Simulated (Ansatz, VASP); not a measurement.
One calculation of Hf, two programs

```
Hf
1.0
     3.19670    0.00000    0.00000
    -1.59835    2.76842    0.00000
     0.00000    0.00000    5.05780
Hf
2
Cartesian
  -0.0270 1.8814 1.2679
  1.5983 0.9228 3.7934
```

Change from the starting cell: one atom moved.

Alike in both runs: task single point; functional PBEsol; k mesh 15 × 15 × 8; occupations gaussian, width 0.1 eV; no spin polarisation.

|  | VASP | Ansatz |
| --- | --- | --- |
| version | VASP 6.6.1 | Ansatz 0.2.0 |
| potentials or method | VASP PAW PBE potentials, release 64 (Hf_pv), cutoff 520 eV | scalar-relativistic, plane waves, PAW |
| valence electrons in the cell | 20 | 52 |

Ansatz gave:

- gap on the k mesh at the Fermi level (eV): none
- pressure (GPa): -3.8
- traceless stress, the component that is largest in VASP (GPa): 0.37
- rms of the force components (eV/Å): 0.053

Q: Which values does VASP return?

A: gap on the k mesh at the Fermi level (eV): none; pressure (GPa): -4.1; traceless stress, the component that is largest in VASP (GPa): 0.40; rms of the force components (eV/Å): 0.053.

VASP's potentials were made for PBE, not for PBEsol. Atom by atom the forces differ by 0.000 eV/Å (rms over components). A gap of «none» marks a metal or a gap that the smearing closes. VASP's potentials hold 20 valence electrons a cell and Ansatz's 52, so a difference there can come from the potentials and not from the codes.

Neither program's run includes spin-orbit coupling.
